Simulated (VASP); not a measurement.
# BN (P6_3/mmc) in VASP: further runs, part 2 of 2

VASP 6.6.1. Earlier steps stand in the parts before.

## 4. Single point, PBE+D3(BJ)

The input, INCAR:

```
SYSTEM = BN
PREC = Accurate
ENCUT = 520
EDIFF = 1E-7
ISMEAR = -1
SIGMA = 0.02
LREAL = .FALSE.
LASPH = .TRUE.
NELM = 100
ALGO = Normal
ISIF = 2
LWAVE = .FALSE.
LCHARG = .FALSE.
GGA = PE
IVDW = 12
NBANDS = 16
```

The input, KPOINTS:

```
regular mesh
0
G
  12 12 4
  0 0 0
```

The input, POSCAR:

```
BN
1.0
    2.5064254050      0.0000000000      0.0000000000
   -1.2532127025      2.1706280734      0.0000000000
    0.0000000000      0.0000000000      6.6141212109
B N
2 2
Direct
    0.3333333333      0.6666666667      0.2500000000
    0.6666666667      0.3333333333      0.7500000000
    0.3333333333      0.6666666667      0.7500000000
    0.6666666667      0.3333333333      0.2500000000
```

Potentials or basis: VASP PAW PBE potentials, release 64 (B, N).

The run is started by

```bash
> cat potpaw_PBE.64/B/POTCAR potpaw_PBE.64/N/POTCAR > POTCAR
> mpirun -np 1 vasp_std > vasp.out
```

OUTCAR:

```text
SYSTEM = BN
   PREC = Accurate
   ENCUT = 520
   EDIFF = 1E-7
   ISMEAR = -1
   LREAL = .FALSE.
   LASPH = .TRUE.
   NELM = 100
   ISIF = 2
   GGA = PE
   IVDW = 12
 IVDW          = 12

 ion  position               nearest neighbor table
   1  0.333  0.667  0.250-   4 1.45   4 1.45   4 1.45
   2  0.667  0.333  0.750-   3 1.45   3 1.45   3 1.45
   3  0.333  0.667  0.750-   2 1.45   2 1.45   2 1.45
   4  0.667  0.333  0.250-   1 1.45   1 1.45   1 1.45

  LATTYP: Found a hexagonal cell.
 ALAT       =     2.5064254050
[... 659 lines left out ...]
  FORCE on cell =-STRESS in cart. coord.  units (eV):
  Direction    XX          YY          ZZ          XY          YZ          ZX
  --------------------------------------------------------------------------------------
  -------------------------------------------------------------------------------------
  Total       0.03976     0.03976    -0.03137     0.00000     0.00000     0.00000
  in kB       1.77039     1.77039    -1.39659     0.00000     0.00000     0.00000
  external pressure =        0.71 kB  Pullay stress =        0.00 kB

 VOLUME and BASIS-vectors are now :
 -----------------------------------------------------------------------------
  energy-cutoff  :      520.00
  volume of cell :       35.98
      direct lattice vectors                 reciprocal lattice vectors
     2.506425405  0.000000000  0.000000000     0.398974571  0.230348076  0.000000000
    -1.253212702  2.170628073  0.000000000     0.000000000  0.460696152  0.000000000
     0.000000000  0.000000000  6.614121211     0.000000000  0.000000000  0.151191665

 POSITION                                       TOTAL-FORCE (eV/Angst)
 -----------------------------------------------------------------------------------
     -0.00000      1.44709      1.65353        -0.000000     -0.000000      0.000000
      1.25321      0.72354      4.96059         0.000000      0.000000      0.000000
     -0.00000      1.44709      4.96059         0.000000     -0.000000      0.000000
      1.25321      0.72354      1.65353        -0.000000      0.000000      0.000000
 -----------------------------------------------------------------------------------
    total drift:                                0.000000     -0.000000      0.000000

  FREE ENERGIE OF THE ION-ELECTRON SYSTEM (eV)
  ---------------------------------------------------
  free  energy   TOTEN  =       -35.7176952277 eV

  energy  without entropy=      -35.7176952277  energy(sigma->0) =      -35.71769523
```

Run time: 30 s. Hardware: 1 thread of AMD EPYC 7R13 (Zen 3), shared host; peak memory 0.14 GiB.

Results:

* Free energy: -35.7177 eV
* Pressure: 0.1 GPa
* Band gap on the k mesh: 4.27 eV, indirect (least direct gap 4.63 eV)
* Dispersion energy per atom: -0.142 eV

Stress tensor (GPa, compression positive):
```
 0.18  0.00  0.00
 0.00  0.18  0.00
 0.00  0.00 -0.14
```

Levels at points of the mesh, in eV from the valence-band top:
```
           k point  band 5  band 6  band 7  band 8  band 9  band 10  band 11  band 12
(0.00, 0.00, 0.00)   -1.33   -1.33   -1.29   -1.29    5.29    10.35    11.52    11.52
(0.50, 0.00, 0.00)   -4.14   -4.07   -1.45   -0.42    4.27     5.66     9.51     9.92
(0.00, 0.00, 0.50)   -1.31   -1.31   -1.31   -1.31    7.67     7.67    11.59    11.59
(0.50, 0.00, 0.50)   -4.10   -4.10   -0.91   -0.91    4.73     4.73     9.89     9.89
```

A k mesh can miss the band edges. As with any semilocal functional, this PBE gap is likely too small.

## 5. Relaxation of cell and atoms, PBE+D3(BJ)

This run uses another cell than the first one, of 8.97 Å³/atom, 0.997 times its volume.

The input, INCAR:

```
SYSTEM = BN
  PREC = Accurate
  ENCUT = 600
  EDIFF = 1E-6
  ISMEAR = -1
  SIGMA = 0.02
  LREAL = .False.
  LASPH = .True.
  NELM = 100
  ALGO = Normal
  ISIF = 3
  LWAVE = .False.
  LCHARG = .False.
  GGA = PE
  IVDW = 12
  IBRION = 2
  NSW = 80
  EDIFFG = -0.005
```

The input, KPOINTS:

```
regular mesh
0
Gamma
  12 12 4
  0 0 0
```

The input, POSCAR:

```
BN
1.0
    2.4982400000      0.0000000000      0.0000000000
   -1.2491200000      2.1635393048      0.0000000000
    0.0000000000      0.0000000000      6.6357000000
B N
2 2
Direct
    0.3333333333      0.6666666667      0.2500000000
    0.6666666667      0.3333333333      0.7500000000
    0.3333333333      0.6666666667      0.7500000000
    0.6666666667      0.3333333333      0.2500000000
```

The run is started by

```bash
> cat potpaw_PBE.64/B/POTCAR potpaw_PBE.64/N/POTCAR > POTCAR
> mpirun -np 1 vasp_std > vasp.out
```

Run time: 1.9 min. Hardware: 1 thread of AMD EPYC 7R13 (Zen 3), shared host; peak memory 0.15 GiB.

The run converged. Its results:

| Property | Result |
| --- | --- |
| Free energy | -35.7241 eV |
| Relaxed volume | 8.92 Å³/atom |
| Relaxed cell | a = 2.506 Å, b = 2.506 Å, c = 6.561 Å, α = 90.00°, β = 90.00°, γ = 120.00° |
| Space group after relaxing (to 0.05 Å) | P6_3/mmc (No. 194) |
| Energy gained by relaxing | 0.8 meV/atom |
| Ionic steps | 9 |
| Pressure after relaxing | 0.0 GPa |
| Band gap on the k mesh | 4.25 eV, indirect (least direct gap 4.63 eV) |
| Dispersion energy per atom | -0.143 eV |

The path:
```tsv
step	energy change (eV)	largest force (eV/Å)	pressure (GPa)	volume (Å³)
1	0.0000	0.0000	2.26	35.87
2	0.0069	0.0000	-4.50	36.53
3	-0.0026	0.0000	-0.12	36.09
4	-0.0026	0.0000	-0.09	36.09
5	-0.0027	0.0000	-0.07	36.06
6	-0.0028	0.0000	-0.05	35.98
7	-0.0030	0.0000	-0.01	35.82
8	-0.0029	0.0000	0.08	35.49
9	-0.0030	0.0000	0.01	35.69
```

Final structure:
```yaml
crystal:
  lattice:
    - [2.50625, 0.00000, 0.00000]
    - [-1.25313, 2.17048, 0.00000]
    - [0.00000, 0.00000, 6.56055]
  atoms:
    - { symbol: B, position: [0.33333, 0.66667, 0.25000] }
    - { symbol: B, position: [0.66667, 0.33333, 0.75000] }
    - { symbol: N, position: [0.33333, 0.66667, 0.75000] }
    - { symbol: N, position: [0.66667, 0.33333, 0.25000] }
```

Levels at points of the mesh, in eV from the valence-band top:
```tsv
k point	band 5	band 6	band 7	band 8	band 9	band 10	band 11	band 12
(0.00, 0.00, 0.00)	-1.34	-1.34	-1.30	-1.30	5.33	10.44	11.51	11.51
(0.50, 0.00, 0.00)	-4.15	-4.08	-1.49	-0.41	4.25	5.69	9.51	9.91
(0.00, 0.00, 0.50)	-1.32	-1.32	-1.32	-1.32	7.76	7.76	11.58	11.58
(0.50, 0.00, 0.50)	-4.11	-4.11	-0.92	-0.92	4.72	4.72	9.89	9.89
```

## 6. Overview

```csv
task,level,cell,cutoff (eV),gap on the mesh (eV),pressure (GPa),relaxed volume (Å³/atom)
relaxation of cell and atoms,PBE+D4,"relaxed from a = 2.506, b = 2.506, c = 6.614 Å, angles 90.0, 90.0, 120.0°, 4 atoms",600,4.22,0.0,8.84
relaxation of cell and atoms,r2SCAN+rVV10,"relaxed from a = 2.506, b = 2.506, c = 6.614 Å, angles 90.0, 90.0, 120.0°, 4 atoms",600,4.79,0.0,8.81
single point,PBE+D3(BJ),"a = 2.506, b = 2.506, c = 6.614 Å, angles 90.0, 90.0, 120.0°, 4 atoms",520,4.27,0.1,-
relaxation of cell and atoms,PBE+D3(BJ),"relaxed from a = 2.498, b = 2.498, c = 6.636 Å, angles 90.0, 90.0, 120.0°, 4 atoms",600,4.25,0.0,8.92
```

Alike in all rows: potentials or basis VASP PAW PBE potentials, release 64 (B, N); no spin polarisation; k mesh 12 × 12 × 4; smearing fermi-dirac 0.02 eV.

Caveats: the PAW data sets were made with another functional, which shifts forces and pressure a little (some runs).

Absolute energies hang on the potentials; compare differences alone.
